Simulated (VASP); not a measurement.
# Sn (Fd-3m) in VASP: further runs, part 2 of 2

VASP 6.6.1. Earlier steps stand in the parts before.

## (3) Single point, BLYP (34.81 Å³/atom)

This run uses another cell than the first one, of 34.81 Å³/atom.

Contents of INCAR:

```
SYSTEM = Sn
PREC = Accurate
ENCUT = 520
EDIFF = 1E-6
ISMEAR = -1
SIGMA = 0.1
LREAL = .FALSE.
LASPH = .TRUE.
NELM = 100
ALGO = Normal
ISIF = 2
LWAVE = .FALSE.
LCHARG = .FALSE.
GGA = B5
ALDAX = 1.0
AGGAX = 1.0
AGGAC = 1.0
ALDAC = 0.0
NBANDS = 21
```

Contents of KPOINTS:

```
regular mesh
0
G
  13 13 13
  0 0 0
```

Contents of POSCAR:

```
Sn
1.0
    0.0000000000      3.2650920736      3.2650920736
    3.2650920736      0.0000000000      3.2650920736
    3.2650920736      3.2650920736      0.0000000000
Sn
2
Direct
    0.5000000000      0.5000000000      0.5000000000
    0.7500000000      0.7500000000      0.7500000000
```

Potentials or basis: VASP PAW PBE potentials, release 64 (Sn_d).

Run with:

```sh
$ cat potpaw_PBE.64/Sn_d/POTCAR > POTCAR
$ mpirun -np 1 vasp_std > vasp.out
```

Wall time 63 s (1 thread of AMD EPYC 9R45 (Zen 5), shared host); peak memory 0.23 GiB.

It converged, with:

```yaml
Free_energy: -6.3361 eV
Pressure: 4.9 GPa
Band_gap_on_the_k_mesh: zero (bands 14 and 15 overlap by 0.13 eV)
```

Levels at points of the mesh, in eV from the Fermi level:
```
           k point  band 11  band 12  band 13  band 14  band 15  band 16  band 17  band 18
(0.00, 0.00, 0.00)   -10.55    -0.98     0.05     0.05     0.05     2.12     2.12     2.12
```

Caveat: the cell stands under pressure; the PAW data sets were made with another functional, which shifts forces and pressure a little; spin-orbit coupling is left out, which moves the levels of the heavy elements.

## (4) Single point, BLYP (36.39 Å³/atom)

This run uses another cell than the first one, of 36.39 Å³/atom.

Contents of INCAR:

```
AGGAC = 1.0 ; AGGAX = 1.0
ALDAC = 0.0 ; ALDAX = 1.0
ALGO = Normal ; EDIFF = 1E-6
ENCUT = 520 ; GGA = B5
ISIF = 2 ; ISMEAR = -1
LASPH = True ; LCHARG = True
LELF = True ; LREAL = False
LVHAR = True ; LWAVE = False
NBANDS = 21 ; NELM = 80
PREC = Accurate ; SIGMA = 0.1
```

Contents of KPOINTS:

```
k-points
0
Gamma
  13 13 13
```

Contents of POSCAR:

```
Sn
1.0
    0.0000000000      3.3138319769      3.3138319769
    3.3138319769      0.0000000000      3.3138319769
    3.3138319769      3.3138319769      0.0000000000
Sn
2
Direct
    0.5000000000      0.5000000000      0.5000000000
    0.7500000000      0.7500000000      0.7500000000
```

Run with:

```sh
$ cat potpaw_PBE.64/Sn_d/POTCAR > POTCAR
$ mpirun -np 1 vasp_std > vasp.out
```

It took 61 s on 1 thread of AMD EPYC 9R45 (Zen 5), shared host; peak memory 0.23 GiB.

Results (log left out):

```yaml
Free_energy: -6.4130 eV
Pressure: 2.8 GPa
Band_gap_on_the_k_mesh: zero (bands 14 and 15 overlap by 0.22 eV)
```

Levels at points of the mesh, in eV from the Fermi level:
| k point | band 11 | band 12 | band 13 | band 14 | band 15 | band 16 | band 17 | band 18 |
| --- | --- | --- | --- | --- | --- | --- | --- | --- |
| (0.00, 0.00, 0.00) | -10.24 | -1.25 | 0.07 | 0.07 | 0.07 | 2.14 | 2.14 | 2.14 |

Caveat: the PAW data sets were made with another functional, which shifts forces and pressure a little; spin-orbit coupling is left out, which moves the levels of the heavy elements.

## (5) Single point, BLYP (37.97 Å³/atom)

This run uses another cell than the first one, of 37.97 Å³/atom.

Contents of INCAR:

```
SYSTEM = Sn
AGGAC = 1.0
AGGAX = 1.0
ALDAC = 0.0
ALDAX = 1.0
ALGO = Normal
EDIFF = 1E-7
ENCUT = 520
GGA = B5
ISIF = 2
ISMEAR = -1
LASPH = .True.
LCHARG = .False.
LREAL = .False.
LWAVE = .False.
NBANDS = 21
NELM = 100
PREC = Accurate
SIGMA = 0.1
```

Contents of KPOINTS:

```
k-points
0
Gamma
  13 13 13
  0 0 0
```

Contents of POSCAR:

```
Sn
1.0
    0.0000000000      3.3611788305      3.3611788305
    3.3611788305      0.0000000000      3.3611788305
    3.3611788305      3.3611788305      0.0000000000
Sn
2
Direct
    0.5000000000      0.5000000000      0.5000000000
    0.7500000000      0.7500000000      0.7500000000
```

Potentials or basis: VASP PAW PBE potentials, release 64 (Sn_d).

Run with:

```sh
$ cat potpaw_PBE.64/Sn_d/POTCAR > POTCAR
$ mpirun -np 1 vasp_std > vasp.out
```

OUTCAR:

```text
SYSTEM = Sn
   EDIFF = 1E-7
   ENCUT = 520
   GGA = B5
   ISIF = 2
   ISMEAR = -1
   LASPH = .True.
   LREAL = .False.
   NELM = 100
   PREC = Accurate

 ion  position               nearest neighbor table
   1  0.500  0.500  0.500-   2 2.91   2 2.91   2 2.91   2 2.91
   2  0.750  0.750  0.750-   1 2.91   1 2.91   1 2.91   1 2.91

  LATTYP: Found a face centered cubic cell.
 ALAT       =     6.7223576610

  Lattice vectors:

 A1 = (   0.0000000000,   3.3611788305,   3.3611788305)
 A2 = (   3.3611788305,   0.0000000000,   3.3611788305)
 A3 = (   3.3611788305,   3.3611788305,   0.0000000000)

[... 188 lines left out ...]
      5     -16.4110      2.00000
      6     -16.1785      2.00000
[... 565 lines left out ...]
     20      13.3043      0.00000
     21      13.8537      0.00000

 [... further k-points ...]
[... 5 lines left out ...]
  --------------------------------------------------------------------------------------
  -------------------------------------------------------------------------------------
  Total        0.5792944      0.5792944      0.5792944      0.0000000      0.0000000     -0.0000000
  in kB       12.2209528     12.2209528     12.2209528      0.0000000      0.0000000     -0.0000000
  external PRESSURE =      12.2209528 kB  Pullay stress =       0.0000000 kB

 VOLUME and BASIS-vectors are now :
 -----------------------------------------------------------------------------
  energy-cutoff  :      520.00
  volume of cell :       75.95
      direct lattice vectors                 reciprocal lattice vectors
     0.000000000  3.361178831  3.361178831    -0.148757333  0.148757333  0.148757333
     3.361178831  0.000000000  3.361178831     0.148757333 -0.148757333  0.148757333
     3.361178831  3.361178831  0.000000000     0.148757333  0.148757333 -0.148757333

 POSITION                                       TOTAL-FORCE (eV/Angst)
 -----------------------------------------------------------------------------------
      3.36118      3.36118      3.36118         0.000000      0.000000      0.000000
      5.04177      5.04177      5.04177        -0.000000     -0.000000     -0.000000
 -----------------------------------------------------------------------------------
    total drift:                                0.000000      0.000000      0.000000

  FREE ENERGIE OF THE ION-ELECTRON SYSTEM (eV)
  ---------------------------------------------------
  free  energy   TOTEN  =        -6.4538766851 eV

  energy  without entropy=       -6.4465156794  energy(sigma->0) =       -6.45019618
```

Run time: 60 s. Hardware: 1 thread of AMD EPYC 9R45 (Zen 5), shared host; peak memory 0.23 GiB.

What came out:

```yaml
Free_energy: -6.4539 eV
Pressure: 1.2 GPa
Band_gap_on_the_k_mesh: zero (bands 14 and 15 overlap by 0.29 eV)
```

Caveat: the PAW data sets were made with another functional, which shifts forces and pressure a little; spin-orbit coupling is left out, which moves the levels of the heavy elements.

## (6) Single point, BLYP

Contents of INCAR:

```
SYSTEM = Sn
PREC = Accurate ; ENCUT = 520
EDIFF = 1E-6 ; ISMEAR = -1
SIGMA = 0.1 ; LREAL = .FALSE.
LASPH = .TRUE. ; NELM = 60
ALGO = Normal ; ISIF = 2
LWAVE = .FALSE. ; LCHARG = .FALSE.
GGA = B5 ; ALDAX = 1.0
AGGAX = 1.0 ; AGGAC = 1.0
ALDAC = 0.0 ; NBANDS = 21
```

Contents of KPOINTS:

```
regular mesh
0
G
  13 13 13
  0 0 0
```

Contents of POSCAR:

```
Sn
1.0
    0.0000000000      3.4072280984      3.4072280984
    3.4072280984      0.0000000000      3.4072280984
    3.4072280984      3.4072280984      0.0000000000
Sn
2
Direct
    0.5000000000      0.5000000000      0.5000000000
    0.7500000000      0.7500000000      0.7500000000
```

Potentials or basis: VASP PAW PBE potentials, release 64 (Sn_d).

Run with:

```sh
$ cat potpaw_PBE.64/Sn_d/POTCAR > POTCAR
$ mpirun -np 1 vasp_std > vasp.out
```

Wall time 64 s (1 thread of AMD EPYC 9R45 (Zen 5), shared host); peak memory 0.23 GiB.

The run converged. Its results:

| Item | Value |
| --- | --- |
| Free energy | -6.4662 eV |
| Pressure | -0.1 GPa |
| Band gap on the k mesh | zero (bands 14 and 15 overlap by 0.35 eV) |

Levels at points of the mesh, in eV from the Fermi level:
```tsv
k point	band 12	band 13	band 14	band 15	band 16	band 17
(0.00, 0.00, 0.00)	-1.76	0.11	0.11	0.11	2.14	2.14
```

Caveat: the PAW data sets were made with another functional, which shifts forces and pressure a little; spin-orbit coupling is left out, which moves the levels of the heavy elements.

## (7) Overview

```csv
cell,k mesh,gap on the mesh (eV),pressure (GPa)
"a = 4.819 Å, angles 60.0°, 2 atoms",9 × 9 × 9,none,0.0
"a = 4.618 Å, angles 60.0°, 2 atoms",13 × 13 × 13,none,4.9
"a = 4.686 Å, angles 60.0°, 2 atoms",13 × 13 × 13,none,2.8
"a = 4.753 Å, angles 60.0°, 2 atoms",13 × 13 × 13,none,1.2
"a = 4.819 Å, angles 60.0°, 2 atoms",13 × 13 × 13,none,-0.1
```

Alike in all rows: task single point; level BLYP; potentials or basis VASP PAW PBE potentials, release 64 (Sn_d); no spin polarisation; cutoff (eV) 520; smearing fermi-dirac 0.1 eV.

Caveats: the PAW data sets were made with another functional, which shifts forces and pressure a little; spin-orbit coupling is left out, which moves the levels of the heavy elements; the cell stands under pressure (at least some runs).

Total energies depend on the potentials used, so only differences within one code and one set of settings carry meaning.
